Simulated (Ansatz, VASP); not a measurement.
**One calculation of CuPt, two programs**

```
CELL_PARAMETERS angstrom
1.37009 0.79102 4.31013
-1.37009 0.79102 4.31013
0.00000 -1.58204 4.31013
ATOMIC_POSITIONS crystal
Cu 0.00000 0.00000 0.00000
Pt 0.50000 0.50000 0.50000
```

Alike in both runs: task relaxation of cell and atoms; functional LDA; k mesh 18 × 18 × 18; occupations gaussian, width 0.1 eV; no spin polarisation.

|  | VASP | Ansatz |
| --- | --- | --- |
| version | VASP 6.6.1 | Ansatz 0.2.0 |
| potentials or method | VASP PAW LDA potentials, release 64 (Cu, Pt), cutoff 600 eV | scalar-relativistic, plane waves, PAW |
| valence electrons in the cell | 21 | 37 |

Ansatz gave:

| Property | Result |
| --- | --- |
| gap on the k mesh at the Fermi level, each at its own relaxed structure (eV) | none |
| relaxed volume (Å³/atom) | 13.07 |
| relaxed cell length with the largest relative difference (Å) | 4.468 |

Task: Estimate VASP's values.

Result: gap on the k mesh at the Fermi level, each at its own relaxed structure (eV): none; relaxed volume (Å³/atom): 13.12; relaxed cell length with the largest relative difference (Å): 4.474.

LDA's correlation is that of Perdew and Zunger in VASP and of Perdew and Wang (1992) in Ansatz. A gap of «none» marks a metal or a gap that the smearing closes. VASP's potentials hold 21 valence electrons a cell and Ansatz's 37, so a difference there can come from the potentials and not from the codes.

Neither program's run includes spin-orbit coupling.
